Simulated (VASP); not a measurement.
# Bi (R-3m) in VASP: further runs

The runs below take Bi through single point, with PBE.

Program: VASP 6.6.1. These are calculated values, not measurements. Logs are shortened: lines on timing, memory, paths and dates and some standing lists are left out, and cuts for length are marked.

**1. The cell of the first run**

Symmetry: R-3m, No. 166, trigonal system. The conventional cell has a = 4.585 Å, b = 4.585 Å, c = 12.140 Å, α = 90.00°, β = 90.00°, γ = 120.00°. Within 4.1 Å of Bi (site symmetry 3m) lie 6 Bi at 3.11 to 3.59 Å.

**2. Single point, PBE**

INCAR

```
PREC = Accurate
ENCUT = 520
EDIFF = 1E-6
ISMEAR = 0
SIGMA = 0.1
LREAL = F
LASPH = T
NELM = 60
ALGO = Normal
ISIF = 2
LWAVE = F
LCHARG = F
GGA = PE
NBANDS = 22
```

KPOINTS

```
regular mesh
0
Gamma
  8 8 8
```

POSCAR

```
Bi
1.0
    2.2924582305      1.3235513765      4.0467531177
   -2.2924582305      1.3235513765      4.0467531177
    0.0000000000     -2.6471027530      4.0467531177
Bi
2
Direct
    0.2337113826      0.2337113826      0.2337113826
    0.7662886174      0.7662886174      0.7662886174
```

Potentials or basis: VASP PAW PBE potentials, release 64 (Bi_d).

Run with:

```sh
cat potpaw_PBE.64/Bi_d/POTCAR > POTCAR
mpirun -np 1 vasp_std > vasp.out
```

OUTCAR:

```text
PREC = Accurate
   ENCUT = 520
   EDIFF = 1E-6
   ISMEAR = 0
   LREAL = F
   LASPH = T
   NELM = 60
   ISIF = 2
   GGA = PE

 ion  position               nearest neighbor table
   1  0.234  0.234  0.234-   2 3.11   2 3.11   2 3.11   2 3.59   2 3.59   2 3.59
   2  0.766  0.766  0.766-   1 3.11   1 3.11   1 3.11   1 3.59   1 3.59   1 3.59

  LATTYP: Found a trigonal (rhomboedric) cell.
 ALAT       =     4.8356347857
 COS(alpha) =     0.5505039576

  Lattice vectors:

 A1 = (   2.2924582305,   1.3235513765,   4.0467531177)
 A2 = (  -2.2924582305,   1.3235513765,   4.0467531177)
 A3 = (   0.0000000000,  -2.6471027530,   4.0467531177)

Analysis of symmetry for initial positions (statically):
=====================================================================
 Subroutine PRICEL returns:
 Original cell was already a primitive cell.

 Routine SETGRP: Setting up the symmetry group for a
 trigonal (rhombohedral) supercell.

 Subroutine GETGRP returns: Found 12 space group operations
 (whereof 12 operations were pure point group operations)
 out of a pool of 12 trial point group operations.

The static configuration has the point symmetry D_3d.

Analysis of symmetry for dynamics (positions and initial velocities):
=====================================================================
 Subroutine PRICEL returns:
 Original cell was already a primitive cell.

 Routine SETGRP: Setting up the symmetry group for a
 trigonal (rhombohedral) supercell.

 Subroutine GETGRP returns: Found 12 space group operations
 (whereof 12 operations were pure point group operations)
 out of a pool of 12 trial point group operations.

The dynamic configuration has the point symmetry D_3d.

 Subroutine INISYM returns: Found 12 space group operations
 (whereof 12 operations are pure point group operations),
 and found     1 'primitive' translations

----------------------------------------------------------------------------------------

                                     Primitive cell

  volume of cell :      73.6716

  direct lattice vectors                    reciprocal lattice vectors
     2.292458230  1.323551376  4.046753118     0.218106482  0.125923836  0.082370563
    -2.292458230  1.323551376  4.046753118    -0.218106482  0.125923836  0.082370563
     0.000000000 -2.647102753  4.046753118     0.000000000 -0.251847672  0.082370563

  length of vectors
     4.835634786  4.835634786  4.835634786     0.264975772  0.264975772  0.264975772

  position of ions in fractional coordinates (direct lattice)
     0.233711383  0.233711383  0.233711383
     0.766288617  0.766288617  0.766288617

  ion indices of the primitive-cell ions
   primitive index   ion index
                 1           1
                 2           2

----------------------------------------------------------------------------------------

 KPOINTS: regular mesh

Automatic generation of k-mesh.
 Grid dimensions read from file:
 generate k-points for:    8    8    8

 Generating k-lattice:

  Cartesian coordinates                     Fractional coordinates (reciprocal lattice)
     0.027263310  0.015740480  0.010296320     0.125000000  0.000000000 -0.000000000
    -0.027263310  0.015740480  0.010296320     0.000000000  0.125000000 -0.000000000
     0.000000000 -0.031480959  0.010296320    -0.000000000 -0.000000000  0.125000000

  Length of vectors
     0.033121971  0.033121971  0.033121971

  Shift w.r.t. Gamma in fractional coordinates (k-lattice)
     0.000000000  0.000000000  0.000000000

 Subroutine IBZKPT returns following result:
 ===========================================

 Found     65 irreducible k-points:

 Following reciprocal coordinates:
            Coordinates               Weight
  0.000000  0.000000  0.000000      1.000000
  0.125000 -0.000000 -0.000000      6.000000
  0.250000 -0.000000 -0.000000      6.000000
  0.375000  0.000000 -0.000000      6.000000
  0.500000 -0.000000 -0.000000      3.000000
  0.125000  0.125000 -0.000000      6.000000
[... 16 lines left out ...]
  0.250000  0.125000  0.125000      6.000000
  0.375000  0.125000  0.125000      6.000000
 [... further k-points ...]
   k-points           NKPTS =     65   k-points in BZ     NKDIM =     65   number of bands    NBANDS=     22
   number of dos      NEDOS =    301   number of ions     NIONS =      2
   total plane-waves  NPLWV =  46656
   dimension x,y,z NGX =    36 NGY =   36 NGZ =   36
   dimension x,y,z NGXF=    72 NGYF=   72 NGZF=   72
   ions per type =               2
   NGX,Y,Z   is equivalent  to a cutoff of  12.38, 12.38, 12.38 a.u.
   NGXF,Y,Z  is equivalent  to a cutoff of  24.75, 24.75, 24.75 a.u.
 SYSTEM =  unknown system
   PREC   = accura    normal or accurate (medium, high low for compatibility)
   ISTART =      0    job   : 0-new  1-cont  2-samecut
   ICHARG =      2    charge: 1-file 2-atom 10-const
   ISPIN  =      1    spin polarized calculation?
   LNONCOLLINEAR =      F non collinear calculations
   LSORBIT =      F    spin-orbit coupling
   LASPH  =      T    aspherical Exc in radial PAW
   ENCUT  =  520.0 eV  38.22 Ry    6.18 a.u.   8.99  8.99  8.99*2*pi/ulx,y,z
   NELM   =     60;   NELMIN=  2; NELMDL= -5     # of ELM steps
   EDIFF  = 0.1E-05   stopping-criterion for ELM
   LREAL  =      F    real-space projection
   EDIFFG = 0.1E-04   stopping-criterion for IOM
   NSW    =      0    number of steps for IOM
   IBRION =     -1    ionic relax: 0-MD 1-quasi-New 2-CG
   NFREE  =      0    steps in history (QN), initial steepest desc. (CG)
   ISIF   =      2    stress and relaxation
   ISYM   =      2    0-nonsym 1-usesym 2-fastsym
   POTIM  = 0.5000    time-step for ionic-motion
   TEBEG  =    0.0;   TEEND  =   0.0 temperature during run
   PSTRESS=    0.0 pullay stress
   NELECT =      30.0000    total number of electrons
   NUPDOWN=      -1.0000    fix difference up-down
   EMIN   =  10.00;   EMAX   =-10.00  energy-range for DOS
   EFERMI =   0.00;   METHOD = LEGACY
   ISMEAR =     0;   SIGMA  =   0.10  broadening in eV -4-tet -1-fermi 0-gaus
   EFERMI_NEDOS =   21; number of points for ismear=-14 and -15
   IALGO  =     38    algorithm
   IMIX   =      4    mixing-type and parameters
     AMIX     =   0.40;   BMIX     =  1.00
     AMIX_MAG =   1.60;   BMIX_MAG =  1.00
  volume/ion in A,a.u.               =      36.84       248.58
  Fermi-wavevector in a.u.,A,eV,Ry     =   1.213431  2.293053 20.033429  1.472415
  Thomas-Fermi vector in A             =   2.348884
   LORBIT       =      0    0 simple, 1 ext, 2 COOP (PROOUT), +10 PAW based schemes
   GGA     = PE    functional components
   LHFCALC =     F    Hartree Fock is set to
   AEXX    =    0.0000 exact exchange contribution
   IVDW    =     0    specifies the selected vdW correction
   LEPSILON=     F    determine dielectric tensor
   LRPA    =     F    only Hartree local field effects (RPA)
 non-spin polarized calculation
 Gauss-broadening in eV      SIGMA  =   0.10
  energy-cutoff  :      520.00
  volume of cell :       73.67
 maximum number of plane-waves:      2014
   NGX = 17   NGY = 17   NGZ = 17

 number of electron      29.9999994 magnetization

 Free energy of the ion-electron system (eV)
  ---------------------------------------------------
  ext. energy  EPLUGINS =         0.00000000
  ---------------------------------------------------
  free energy    TOTEN  =        -7.78294053 eV

  energy without entropy =       -7.78163693  energy(sigma->0) =       -7.78228873

 E-fermi :   5.8239     XC(G=0):  -9.3177

 val. band max:        5.7679076065   @ k =  -0.3750   0.5000   0.3750
 cond. band min:       5.9865194369   @ k =   0.3750   0.1250   0.1250
 fundamental gap:      0.2186118304
 Fermi energy:         5.8239424636

 k-point     1 :       0.0000    0.0000    0.0000
  band No.  band energies     occupation
      1     -17.0324      2.00000
      2     -17.0324      2.00000
      3     -16.8994      2.00000
      4     -16.8994      2.00000
      5     -16.8870      2.00000
      6     -16.7401      2.00000
[... 14 lines left out ...]
     21      11.6728      0.00000
     22      11.7118      0.00000

 k-point     2 :       0.1250   -0.0000   -0.0000
  band No.  band energies     occupation
      1     -17.0229      2.00000
      2     -17.0197      2.00000
      3     -16.8954      2.00000
      4     -16.8919      2.00000
      5     -16.8804      2.00000
      6     -16.7462      2.00000
[... 14 lines left out ...]
     21      11.8334      0.00000
     22      12.8700      0.00000

 k-point     3 :       0.2500   -0.0000   -0.0000
  band No.  band energies     occupation
      1     -16.9975      2.00000
      2     -16.9835      2.00000
      3     -16.8863      2.00000
      4     -16.8711      2.00000
      5     -16.8603      2.00000
      6     -16.7665      2.00000
[... 14 lines left out ...]
     21      12.5641      0.00000
     22      14.9179      0.00000

 k-point     4 :       0.3750    0.0000   -0.0000
  band No.  band energies     occupation
      1     -16.9667      2.00000
      2     -16.9306      2.00000
      3     -16.8768      2.00000
      4     -16.8422      2.00000
      5     -16.8325      2.00000
      6     -16.7987      2.00000
[... 14 lines left out ...]
     21      13.8395      0.00000
     22      15.4628      0.00000

 k-point     5 :       0.5000   -0.0000   -0.0000
  band No.  band energies     occupation
      1     -16.9511      2.00000
      2     -16.8871      2.00000
      3     -16.8709      2.00000
      4     -16.8483      2.00000
      5     -16.8168      2.00000
      6     -16.8050      2.00000
[... 417 lines left out ...]
 k-point    22 :       0.1250    0.1250    0.1250
  band No.  band energies     occupation
      1     -17.0234      2.00000
      2     -17.0234      2.00000
      3     -16.8957      2.00000
      4     -16.8957      2.00000
      5     -16.8832      2.00000
      6     -16.7435      2.00000
[... 14 lines left out ...]
     21      11.8692      0.00000
     22      12.7275      0.00000

 k-point    23 :       0.2500    0.1250    0.1250
  band No.  band energies     occupation
      1     -17.0159      2.00000
      2     -17.0000      2.00000
      3     -16.8887      2.00000
      4     -16.8875      2.00000
      5     -16.8752      2.00000
      6     -16.7506      2.00000
[... 14 lines left out ...]
     21      12.2066      0.00000
     22      13.2033      0.00000

 k-point    24 :       0.3750    0.1250    0.1250
  band No.  band energies     occupation
      1     -16.9854      2.00000
      2     -16.9700      2.00000
      3     -16.8756      2.00000
      4     -16.8695      2.00000
      5     -16.8584      2.00000
      6     -16.7675      2.00000
[... 14 lines left out ...]
     21      13.1497      0.00000
     22      14.5746      0.00000

 [... further k-points ...]
[... 5 lines left out ...]
  --------------------------------------------------------------------------------------
  -------------------------------------------------------------------------------------
  Total       -0.0197420     -0.0197420     -0.0317463      0.0000000      0.0000000      0.0000000
  in kB       -0.4293391     -0.4293391     -0.6904035      0.0000000      0.0000000      0.0000000
  external PRESSURE =      -0.5163606 kB  Pullay stress =       0.0000000 kB

 VOLUME and BASIS-vectors are now :
 -----------------------------------------------------------------------------
  energy-cutoff  :      520.00
  volume of cell :       73.67
      direct lattice vectors                 reciprocal lattice vectors
     2.292458230  1.323551376  4.046753118     0.218106482  0.125923836  0.082370563
    -2.292458230  1.323551376  4.046753118    -0.218106482  0.125923836  0.082370563
     0.000000000 -2.647102753  4.046753118     0.000000000 -0.251847672  0.082370563

 POSITION                                       TOTAL-FORCE (eV/Angst)
 -----------------------------------------------------------------------------------
      0.00000      0.00000      2.83732         0.000000      0.000000     -0.024932
      0.00000      0.00000      9.30294         0.000000     -0.000000      0.024932
 -----------------------------------------------------------------------------------
    total drift:                               -0.000000      0.000000     -0.000000

  FREE ENERGIE OF THE ION-ELECTRON SYSTEM (eV)
  ---------------------------------------------------
  free  energy   TOTEN  =        -7.7829405329 eV

  energy  without entropy=       -7.7816369329  energy(sigma->0) =       -7.78228873
```

Run time: 1.7 min. Hardware: 1 thread of Intel Xeon 8259CL, shared host; peak memory 0.24 GiB.

Results:

| Property | Result |
| --- | --- |
| Free energy | -7.7829 eV |
| Pressure | -0.1 GPa |
| Largest force | 0.025 eV/Å |
| Band gap on the k mesh | zero (bands 15 and 16 overlap by 0.16 eV) |

Forces on the atoms (eV/Å):
```
Bi   0.000  0.000 -0.025
Bi   0.000  0.000  0.025
```

Levels at points of the mesh, in eV from the Fermi level:
```csv
k point,band 13,band 14,band 15,band 16,band 17,band 18
"(0.00, 0.00, 0.00)",-1.47,-1.10,-1.10,2.42,2.86,2.86
"(0.50, 0.00, 0.00)",-1.37,-1.13,-0.30,-0.21,0.53,1.08
"(0.50, 0.50, 0.00)",-4.43,-2.87,-2.69,2.43,4.69,5.26
"(0.50, 0.50, 0.50)",-0.88,-0.53,-0.53,0.74,0.77,0.77
```

Caveat: spin-orbit coupling is left out, which moves the levels of the heavy elements.

(Part 1 of 2 ends here.)
